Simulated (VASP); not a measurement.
Set up this calculation in VASP 6.6.1, as the native input.

- Task: single point
- Functional: PBEsol
- Potentials or basis: VASP PAW PBE potentials, release 64 (Re)
- Cutoff: 520 eV
- k mesh: 20 × 20 × 20
- Occupations: gaussian, width 0.15 eV
- Spin: no spin polarisation
- Dipole correction: no
- Further INCAR settings: ALGO = Normal; EDIFF = 1e-06; NBANDS = 10

The structure of Re lies in POSCAR:

```
Re
1.0
    0.0000000000      1.8170000000      1.8960000000
    1.8170000000      0.0000000000      1.8960000000
    1.8170000000      1.8170000000      0.0000000000
Re
1
Direct
    0.0000000000      0.0000000000      0.0000000000
```

This cell differs from its parent crystal: strain -0.080 along x and y, -0.040 along z.

One way to write it, as run:

INCAR

```
SYSTEM = Re
PREC     = Accurate       ! precision mode
ENCUT    = 520            ! plane-wave cutoff, eV
EDIFF    = 1E-6           ! SCF threshold, eV
ISMEAR   = 0              ! smearing method
SIGMA    = 0.15           ! smearing width, eV
LREAL    = .FALSE.        ! projectors in reciprocal space
LASPH    = .TRUE.         ! aspherical terms in the spheres
NELM     = 80             ! most SCF steps
ALGO     = Normal         ! electronic algorithm
ISIF     = 2              ! what is computed and relaxed
LWAVE    = .FALSE.        ! write WAVECAR
LCHARG   = .FALSE.        ! write CHGCAR
GGA      = PS             ! functional
NBANDS   = 10             ! bands
```

KPOINTS

```
regular mesh
0
G
  20 20 20
  0 0 0
```

Potentials or basis: VASP PAW PBE potentials, release 64 (Re).

The run is started by

```bash
$ cat potpaw_PBE.64/Re/POTCAR > POTCAR
$ mpirun -np 1 vasp_std > vasp.out
```

Results of the run:

The pressure is 86.6 GPa and the band gap on the k mesh is zero (an odd number of electrons rules out a gap without spin polarisation).

Caveat: the cell differs from its parent crystal (strain -0.080 along x and y, -0.040 along z); the cell stands under pressure; the PAW data sets were made with another functional, which shifts forces and pressure a little; spin-orbit coupling is left out, which moves the levels of the heavy elements.

It took 36 s on 1 thread of AMD EPYC 9R45 96-Core Processor (Zen 5), on a shared host, peak memory 0.17 GiB.
